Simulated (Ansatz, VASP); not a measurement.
# PbS in VASP and in Ansatz

```
Pb S
1.0
     2.95905   -2.96459    0.18148
     2.95905    2.96459    0.18148
    -0.36420    0.00000    5.93878
Pb S
2 2
Direct
  0.75002 0.75002 0.74993
  0.24998 0.24998 0.25007
  0.25003 0.25003 0.74972
  0.74997 0.74997 0.25028
```

Alike in both runs: functional PBE; dispersion D3(BJ); k mesh 8 × 8 × 4; occupations gaussian, width 0.02 eV; no spin polarisation.

Ansatz relaxed the structure, and its values are those at the end. VASP's run is a single point on that final structure, the one shown.

```csv
,VASP,Ansatz
version,VASP 6.6.1,Ansatz 0.2.0
potentials or method,"VASP PAW PBE potentials, release 64 (Pb_d, S), cutoff 520 eV","scalar-relativistic, plane waves, PAW"
valence electrons in the cell,40,40
```

Ansatz gave:

```
gap on the k mesh at the Fermi level (eV) : 0.36
least direct gap on the mesh (eV)         : 0.36
pressure (GPa)                            : 0.0
```

Q: What did VASP give for the same quantities?

A: gap on the k mesh at the Fermi level (eV): 0.37; least direct gap on the mesh (eV): 0.37; pressure (GPa): -0.1.

Ansatz's warnings: relaxed geometry near dispersion switch.

Neither program's run includes spin-orbit coupling.
